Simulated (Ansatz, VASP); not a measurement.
AlGa2 in VASP and in Ansatz

```
CELL_PARAMETERS angstrom
0.00000 3.11622 3.11622
3.11622 0.00000 3.11622
3.11622 3.11622 0.00000
ATOMIC_POSITIONS crystal
Al 0.00000 0.00000 0.00000
Ga 0.25000 0.25000 0.25000
Ga 0.75000 0.75000 0.75000
```

Change from the starting cell: species swapped into the Ga2Pt type (Fm-3m, No. 225).

Alike in both runs: functional PBE; k mesh 6 × 6 × 6; occupations gaussian, width 0.1 eV; no spin polarisation.

Ansatz relaxed the structure, and its values are those at the end. VASP's run is a single point on that final structure, the one shown.

```csv
,VASP,Ansatz
version,VASP 6.6.1,Ansatz 0.2.0
potentials or method,"VASP PAW PBE potentials, release 64 (Al, Ga_d), cutoff 520 eV","scalar-relativistic, plane waves, PAW"
valence electrons in the cell,29,29
```

|  | VASP | Ansatz | Ansatz less VASP |
| --- | --- | --- | --- |
| gap on the k mesh at the Fermi level (eV) | none | none | - |
| pressure (GPa) | 0.2 | 0.1 | -0.05 |

A gap of «none» marks a metal or a gap that the smearing closes. With one functional, cell and mesh, what is left measures potentials, basis and numerics.
